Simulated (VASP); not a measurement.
# InSe in VASP: single point with PBE+D3(BJ)

Aim: the single point of InSe with PBE+D3(BJ).

Program: VASP 6.6.1. These are calculated values, not measurements. Logs are shortened: lines on timing, memory, paths and dates and some standing lists are left out, and cuts for length are marked.

### Step 1. The cell of the first run

The cell holds a slab with vacuum, 4 atoms: a = 4.027 Å, b = 4.027 Å, c = 36.719 Å, α = 90.00°, β = 90.00°, γ = 120.00°.

### Step 2. Single point, PBE+D3(BJ), non-collinear spin, zero start, spin-orbit coupling

Contents of INCAR:

```
ALGO     = Normal         # electronic algorithm
DIPOL    = 0.5 0.5 0.500
EDIFF    = 1E-6           # SCF threshold, eV
ENCUT    = 400            # plane-wave cutoff, eV
GGA      = PE             # functional
GGA_COMPAT= False        
IDIPOL   = 3            
ISIF     = 2              # what is computed and relaxed
ISMEAR   = 0              # smearing method
IVDW     = 12             # dispersion correction
LASPH    = True           # aspherical terms in the spheres
LCHARG   = False          # write CHGCAR
LDIPOL   = True         
LORBIT   = 11             # projections on sites
LORBMOM  = True         
LREAL    = False          # projectors in reciprocal space
LSORBIT  = True           # spin-orbit coupling
LWAVE    = False          # write WAVECAR
MAGMOM   = 0 0 0 0 0 0 0 0 0 0 0 0 # initial moments
NBANDS   = 52             # bands
NELM     = 200            # most SCF steps
NELMDL   = -8           
PREC     = Accurate       # precision mode
SIGMA    = 0.02           # smearing width, eV
```

Contents of KPOINTS:

```
k-points
0
Gamma
  9 9 1
```

Contents of POSCAR:

```
InSe
1.0
    4.0267051381      0.0000000000      0.0000000000
   -2.0133525690      3.4872289431      0.0000000000
    0.0000000000      0.0000000000     36.7193937139
Se In
2 2
Direct
    0.0000000000      0.0000000000      0.4266543331
    0.0000000000      0.0000000000      0.5733187122
    0.6666666667      0.3333333333      0.4619335326
    0.6666666667      0.3333333333      0.5380395127
```

Potentials or basis: VASP PAW PBE potentials, release 64 (Se, In_d).

Command:

```sh
cat potpaw_PBE.64/Se/POTCAR potpaw_PBE.64/In_d/POTCAR > POTCAR
mpirun -np 1 vasp_ncl > vasp.out
```

OUTCAR:

```text
EDIFF = 1E-6
   ENCUT = 400
   GGA = PE
   ISIF = 2
   ISMEAR = 0
   IVDW = 12
   LASPH = True
   LORBIT = 11
   LREAL = False
   LSORBIT = True
   NELM = 200
   NELMDL = -8
   PREC = Accurate
 IVDW          = 12

 ion  position               nearest neighbor table
   1  0.000  0.000  0.427-   3 2.66   3 2.66   3 2.66
   2  0.000  0.000  0.573-   4 2.66   4 2.66   4 2.66
   3  0.667  0.333  0.462-   1 2.66   1 2.66   1 2.66   4 2.79
   4  0.667  0.333  0.538-   2 2.66   2 2.66   2 2.66   3 2.79

  LATTYP: Found a hexagonal cell.
 ALAT       =     4.0267051381
 C/A-ratio  =     9.1189676062

  Lattice vectors:

 A1 = (   4.0267051381,   0.0000000000,   0.0000000000)
 A2 = (  -2.0133525690,   3.4872289431,   0.0000000000)
 A3 = (   0.0000000000,   0.0000000000,  36.7193937139)

Analysis of symmetry for initial positions (statically):
=====================================================================
 Subroutine PRICEL returns:
 Original cell was already a primitive cell.

 Routine SETGRP: Setting up the symmetry group for a
 hexagonal supercell.

 Subroutine GETGRP returns: Found 12 space group operations
 (whereof  6 operations were pure point group operations)
 out of a pool of 24 trial point group operations.

The static configuration has the point symmetry C_3v.
 The point group associated with its full space group is D_3h.

Analysis of symmetry for dynamics (positions and initial velocities):
=====================================================================
 Subroutine PRICEL returns:
 Original cell was already a primitive cell.

 Routine SETGRP: Setting up the symmetry group for a
 hexagonal supercell.

 Subroutine GETGRP returns: Found 12 space group operations
 (whereof  6 operations were pure point group operations)
 out of a pool of 24 trial point group operations.

The dynamic configuration has the point symmetry C_3v.
 The point group associated with its full space group is D_3h.

Analysis of structural, dynamic, and magnetic symmetry:
=====================================================================
 Subroutine PRICEL returns:
 Original cell was already a primitive cell.

 Routine SETGRP: Setting up the symmetry group for a
 hexagonal supercell.

 Subroutine GETGRP returns: Found 12 space group operations
 (whereof  6 operations were pure point group operations)
 out of a pool of 24 trial point group operations.

The overall configuration has the point symmetry C_3v.
 The point group associated with its full space group is D_3h.

 Subroutine INISYM returns: Found 12 space group operations
 (whereof  6 operations are pure point group operations),
 and found     1 'primitive' translations

----------------------------------------------------------------------------------------

                                     Primitive cell

  volume of cell :     515.6153

  direct lattice vectors                    reciprocal lattice vectors
     4.026705138  0.000000000  0.000000000     0.248341998  0.143380319  0.000000000
    -2.013352569  3.487228943  0.000000000     0.000000000  0.286760639  0.000000000
     0.000000000  0.000000000 36.719393714     0.000000000  0.000000000  0.027233565

  length of vectors
     4.026705138  4.026705138 36.719393714     0.286760639  0.286760639  0.027233565

  position of ions in fractional coordinates (direct lattice)
     0.000000000  0.000000000  0.426654333
     0.000000000  0.000000000  0.573318712
     0.666666667  0.333333333  0.461933533
     0.666666667  0.333333333  0.538039513

  ion indices of the primitive-cell ions
   primitive index   ion index
                 1           1
                 2           2
                 3           3
                 4           4

[... 114 lines left out ...]
  ext. energy  EPLUGINS =         0.00000000
  ---------------------------------------------------
  free energy    TOTEN  =       -14.31424153 eV

  energy without entropy =      -14.31424153  energy(sigma->0) =      -14.31424153

 E-fermi :  -3.7143     XC(G=0):  -2.3223

 val. band max:       -3.8537244817   @ k =  -0.1111   0.0000   0.0000
 cond. band min:      -2.2547286104   @ k =   0.0000   0.0000   0.0000
 fundamental gap:      1.5989958713
 Fermi energy:        -3.7142773967

 k-point     1 :       0.0000    0.0000    0.0000
  band No.  band energies     occupation
      1     -18.1806      1.00000
      2     -18.1806      1.00000
      3     -18.1297      1.00000
      4     -18.1297      1.00000
      5     -18.1148      1.00000
      6     -18.1148      1.00000
[... 996 lines left out ...]
     49       3.4736      0.00000
     50       3.7078      0.00000
 [bands above 50 left out]

------------------------ aborting loop because EDIFF is reached ----------------------------------------

 vacuum level on the upper side and lower side of the slab       (xc-potential included)        -0.001        -0.001

 Edisp (eV)   -0.88593

 E8    (eV) :    -0.4274

  FORCE on cell =-STRESS in cart. coord.  units (eV):
  Direction    XX          YY          ZZ          XY          YZ          ZX
  --------------------------------------------------------------------------------------
  -------------------------------------------------------------------------------------
  Total      -0.00928    -0.00928    -0.02259    -0.00000     0.00000     0.00000
  in kB      -0.02884    -0.02884    -0.07019    -0.00000     0.00000     0.00000
  external pressure =       -0.04 kB  Pullay stress =        0.00 kB

 VOLUME and BASIS-vectors are now :
 -----------------------------------------------------------------------------
  energy-cutoff  :      400.00
  volume of cell :      515.62
      direct lattice vectors                 reciprocal lattice vectors
     4.026705138  0.000000000  0.000000000     0.248341998  0.143380319  0.000000000
    -2.013352569  3.487228943  0.000000000     0.000000000  0.286760639  0.000000000
     0.000000000  0.000000000 36.719393714     0.000000000  0.000000000  0.027233565

 POSITION                                       TOTAL-FORCE (eV/Angst)
 -----------------------------------------------------------------------------------
      0.00000      0.00000     15.66649         0.000000      0.000000     -0.014712
      0.00000      0.00000     21.05192         0.000000      0.000000      0.014712
      2.01335      1.16241     16.96192        -0.000000     -0.000000      0.018586
      2.01335      1.16241     19.75648        -0.000000     -0.000000     -0.018586
 -----------------------------------------------------------------------------------
    total drift:                               -0.000000      0.000000      0.000003

  FREE ENERGIE OF THE ION-ELECTRON SYSTEM (eV)
  ---------------------------------------------------
  free  energy   TOTEN  =       -15.2001708440 eV

  energy  without entropy=      -15.2001708440  energy(sigma->0) =      -15.20017084

 vacuum level on the upper side and lower side of the slab         2.110         2.110

 orbital moment (x)

 # of ion     p       d       tot
 ----------------------------------------
  1        -0.000  -0.000  -0.000
  2         0.000   0.000   0.000
  3        -0.000   0.000  -0.000
  4         0.000  -0.000   0.000
 ----------------------------------------
            0.000   0.000   0.000

 orbital moment (y)

 # of ion     p       d       tot
 ----------------------------------------
  1         0.000  -0.000   0.000
  2        -0.000  -0.000  -0.000
  3        -0.000  -0.000  -0.000
  4         0.000   0.000   0.000
 ----------------------------------------
           -0.000  -0.000  -0.000

 orbital moment (z)

 # of ion     p       d       tot
 ----------------------------------------
  1         0.000   0.000   0.000
  2         0.000  -0.000   0.000
  3         0.000  -0.000  -0.000
  4         0.000  -0.000  -0.000
 ----------------------------------------
            0.000  -0.000   0.000

 Spin-Orbit-Coupling matrix elements

 Ion:    1  E_soc:     -0.0414773
 l=   1
     0.0000000    -0.0069757    -0.0067916
    -0.0069757     0.0000000    -0.0069757
    -0.0067916    -0.0069757     0.0000000
 l=   2
     0.0000000     0.0000000     0.0000000     0.0000000    -0.0000018
     0.0000000     0.0000000     0.0000012     0.0000034     0.0000000
     0.0000000     0.0000012     0.0000000     0.0000012     0.0000000
     0.0000000     0.0000034     0.0000012     0.0000000     0.0000000
    -0.0000018     0.0000000     0.0000000     0.0000000     0.0000000
 l=   3
     0.0000000     0.0000000     0.0000000     0.0000000     0.0000000     0.0000000     0.0000000
     0.0000000     0.0000000     0.0000000     0.0000000     0.0000000     0.0000000     0.0000000
     0.0000000     0.0000000     0.0000000     0.0000000     0.0000000     0.0000000     0.0000000
     0.0000000     0.0000000     0.0000000     0.0000000     0.0000000     0.0000000     0.0000000
[... 49 lines left out ...]
 l=   2
     0.0000000    -0.0012702     0.0000000    -0.0012702    -0.0051213
    -0.0012702     0.0000000    -0.0038844    -0.0012464    -0.0012702
     0.0000000    -0.0038844     0.0000000    -0.0038844     0.0000000
    -0.0012702    -0.0012464    -0.0038844     0.0000000    -0.0012702
    -0.0051213    -0.0012702     0.0000000    -0.0012702     0.0000000
 l=   3
     0.0000000     0.0000000     0.0000000     0.0000000     0.0000000     0.0000000     0.0000000
     0.0000000     0.0000000     0.0000000     0.0000000     0.0000000     0.0000000     0.0000000
     0.0000000     0.0000000     0.0000000     0.0000000     0.0000000     0.0000000     0.0000000
     0.0000000     0.0000000     0.0000000     0.0000000     0.0000000     0.0000000     0.0000000
     0.0000000     0.0000000     0.0000000     0.0000000     0.0000000     0.0000000     0.0000000
     0.0000000     0.0000000     0.0000000     0.0000000     0.0000000     0.0000000     0.0000000
     0.0000000     0.0000000     0.0000000     0.0000000     0.0000000     0.0000000     0.0000000

 total charge

# of ion       s       p       d       tot
------------------------------------------
    1        1.471   2.332   0.021   3.824
    2        1.471   2.332   0.021   3.824
    3        0.858   0.657   9.882  11.397
    4        0.858   0.657   9.882  11.397
--------------------------------------------------
tot          4.657   5.979  19.806  30.442

 magnetization (x)

# of ion       s       p       d       tot
------------------------------------------
    1       -0.000  -0.000   0.000  -0.000
    2        0.000   0.000   0.000   0.000
    3        0.000   0.000  -0.000   0.000
    4        0.000  -0.000   0.000  -0.000
--------------------------------------------------
tot         -0.000  -0.000   0.000  -0.000

 magnetization (y)

# of ion       s       p       d       tot
------------------------------------------
    1        0.000  -0.000   0.000  -0.000
    2        0.000   0.000  -0.000  -0.000
    3        0.000   0.000   0.000   0.000
    4        0.000   0.000   0.000   0.000
--------------------------------------------------
tot          0.000  -0.000   0.000  -0.000

 magnetization (z)

# of ion       s       p       d       tot
------------------------------------------
    1        0.000  -0.000  -0.000  -0.000
    2        0.000  -0.000  -0.000  -0.000
    3        0.000  -0.000   0.000  -0.000
    4        0.000   0.000  -0.000  -0.000
--------------------------------------------------
tot          0.000  -0.000  -0.000  -0.000
```

Run time: 46 min. Hardware: 1 thread of AMD EPYC 7R13, shared host; peak memory 1.4 GiB.

Results:

| Item | Value |
| --- | --- |
| Free energy | -15.2002 eV |
| Largest force | 0.019 eV/Å |
| Net moment | 0.00 μB per cell |
| Valence electrons inside the program's atomic spheres | Se 3.82; In 11.40 |
| Dispersion energy per atom | -0.221 eV |

Forces on the atoms (eV/Å):
```
Se   0.000  0.000 -0.015
Se   0.000  0.000  0.015
In   0.000  0.000  0.019
In   0.000  0.000 -0.019
```

Moments on the atoms (μB; x, y, z):
```
Se  0.00 0.00 0.00
Se  0.00 0.00 0.00
In  0.00 0.00 0.00
In  0.00 0.00 0.00
```
